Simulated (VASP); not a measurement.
Runs of VASP 6.6.1 on PbS. It takes space group F-43m (No. 216, cubic). The conventional cell has a = 6.602 Å, b = 6.602 Å, c = 6.602 Å, α = 90.00°, β = 90.00°, γ = 90.00°. Pb (site symmetry -43m) has 4 S at 2.86 Å within 3.8 Å. S (site symmetry -43m) has 4 Pb at 2.86 Å within 3.8 Å. 

```tsv
level	k mesh	grid for exact exchange (PRECFOCK)	share of exact exchange	screening parameter	gap on the mesh (eV)	pressure (GPa)
HSE06	4 × 4 × 4	Normal	0.25	0.2079 1/Å	1.29	(b)
PBE	4 × 4 × 4	-	-	-	0.80	0.7
PBE0	4 × 4 × 4	Normal	0.25	-	(a)	-0.1
PBE	6 × 6 × 6	-	-	-	0.91	0.7
r2SCAN	4 × 4 × 4	-	-	-	0.95	-0.1
```

Alike in all rows: task single point; potentials or basis VASP PAW PBE potentials, release 64 (Pb_d, S); no spin polarisation; cell as given; cutoff (eV) 520; smearing gaussian 0.01 eV.

Task: Estimate the missing entries.

Result: (a) 1.97; (b) 0.0.

Caveats: spin-orbit coupling is left out, which moves the levels of the heavy elements; the PAW data sets were made with another functional, which shifts forces and pressure a little (at least some runs).

A k mesh can miss the band edges, and the runs leave out spin-orbit coupling on Pb.
